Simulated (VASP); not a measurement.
Here is a VASP 6.6.1 calculation.

The input INCAR:

```
PREC = Accurate ; ENCUT = 520
EDIFF = 1E-6 ; ISMEAR = 0
SIGMA = 0.1 ; LREAL = F
LASPH = T ; NELM = 60
ALGO = Normal ; ISIF = 2
LWAVE = F ; LCHARG = F
GGA = PS ; NBANDS = 26
```

File KPOINTS:

```
regular mesh
0
Gamma
  12 12 8
```

The input POSCAR:

```
TiTe
1.0
    3.6583854684      0.0000000000      0.0000000000
   -1.8291927342      3.1682547525      0.0000000000
    0.0000000000      0.0000000000      7.2446362473
Ti Te
2 2
Direct
    0.0000000000      0.0000000000      0.0000000000
    0.0000000000      0.0000000000      0.5000000000
    0.3333333333      0.6666666667      0.2500000000
    0.6666666667      0.3333333333      0.7500000000
```

Potentials or basis: VASP PAW PBE potentials, release 64 (Ti_sv, Te).

Launch:

```sh
$ cat potpaw_PBE.64/Ti_sv/POTCAR potpaw_PBE.64/Te/POTCAR > POTCAR
$ mpirun -np 1 vasp_std > vasp.out
```

**Question.** What does it give for the band gap on the k mesh?

**Answer.** Zero (band 18 reaches 9.75 eV, above the bottom of band 19 at 9.55 eV).

**Question.** What does it give for the pressure?

**Answer.** -2.5 GPa.

Caveat: the PAW data sets were made with another functional, which shifts forces and pressure a little; spin-orbit coupling is left out, which moves the levels of the heavy elements.
